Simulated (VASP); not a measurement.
Input of a VASP 6.6.1 run:

INCAR

```
SYSTEM = Os
  ALGO = Normal
  EDIFF = 1E-6
  ENCUT = 520
  GGA = PS
  ISIF = 2
  ISMEAR = -1
  LASPH = .True.
  LCHARG = .True.
  LELF = .True.
  LREAL = .False.
  LVHAR = .True.
  LWAVE = .False.
  NBANDS = 15
  NELM = 80
  PREC = Accurate
  SIGMA = 0.08
```

File KPOINTS:

```
k-points
0
Gamma
  17 17 10
  0 0 0
```

Contents of POSCAR:

```
Os
1.0
    2.7340999755      0.0000000000      0.0000000000
   -1.3670499878      2.3678000353      0.0000000000
    0.0000000000      0.0000000000      4.2333060000
Os
2
Direct
    0.3333333333      0.6666666667      0.2500000000
    0.6666666667      0.3333333333      0.7500000000
```

Potentials or basis: VASP PAW PBE potentials, release 64 (Os).

Command:

```console
$ cat potpaw_PBE.64/Os/POTCAR > POTCAR
$ mpirun -np 1 vasp_std > vasp.out
```

(1) Predict the pressure.

(2) Estimate the band gap on the k mesh.

Results:

(1) 7.5 GPa.

(2) zero (band 8 reaches 11.62 eV, above the bottom of band 9 at 7.72 eV).

Caveat: the cell differs from its parent crystal (zz strain of -2 %); the PAW data sets were made with another functional, which shifts forces and pressure a little; spin-orbit coupling is left out, which moves the levels of the heavy elements.
